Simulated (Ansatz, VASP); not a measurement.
# CaSe in VASP and in Ansatz

INCAR

```
  PREC = Accurate
  ENCUT = 520
  EDIFF = 1E-6
  ISMEAR = 0
  SIGMA = 0.05
  LREAL = F
  LASPH = T
  NELM = 100
  ALGO = Normal
  ISIF = 2
  LWAVE = F
  LCHARG = F
  GGA = CA
  NBANDS = 15
```

The input KPOINTS:

```
Automatic mesh
0
Gamma
  6 6 6
```

The input POSCAR:

```
CaSe
1.0
    0.0000000000      3.3000000000      3.3990000000
    3.3000000000      0.0000000000      3.3990000000
    3.3000000000      3.3000000000      0.0000000000
Ca Se
1 1
Direct
    0.0000000000      0.0000000000      0.0000000000
    0.7500000000      0.7500000000      0.7500000000
```

Input for Ansatz:

```yaml
crystal:
  lattice:
    - [0.0, 3.3, 3.399]
    - [3.3, 0.0, 3.399]
    - [3.3, 3.3, 0.0]
  atoms:
    - { symbol: Ca, position: [0.0, 0.0, 0.0] }
    - { symbol: Se, position: [0.75, 0.75, 0.75] }
basis:
  ecutwfc: 420
kpoints:
  mp_grid: { grid: [6, 6, 6] }
hamiltonian:
  xc: lda
scf:
  occupations: { method: gaussian, width: 0.05 }
output:
  forces: true
  stress: true
  eigenvalues: true
```

Change from the starting cell: strain +0.000 along x and y, +0.030 along z, atoms carried along.

Alike in both runs: task single point; functional LDA; k mesh 6 × 6 × 6; occupations gaussian, width 0.05 eV; no spin polarisation.

|  | VASP | Ansatz |
| --- | --- | --- |
| version | VASP 6.6.1 | Ansatz 0.2.0 |
| potentials or method | VASP PAW LDA potentials, release 64 (Ca_sv, Se), cutoff 520 eV | scalar-relativistic, plane waves, PAW |
| valence electrons in the cell | 16 | 26 |

Ansatz gave:

| Item | Value |
| --- | --- |
| gap on the k mesh at the Fermi level (eV) | 2.75 |
| least direct gap on the mesh (eV) | 2.85 |
| pressure (GPa) | -3.4 |
| traceless stress, the component that is largest in VASP (GPa) | -0.21 |

Task: Estimate VASP's values.

Result: gap on the k mesh at the Fermi level (eV): 2.76; least direct gap on the mesh (eV): 2.87; pressure (GPa): -3.3; traceless stress, the component that is largest in VASP (GPa): -0.21.

LDA's correlation is that of Perdew and Zunger in VASP and of Perdew and Wang (1992) in Ansatz. VASP's potentials hold 16 valence electrons a cell and Ansatz's 26, so a difference there can come from the potentials and not from the codes.
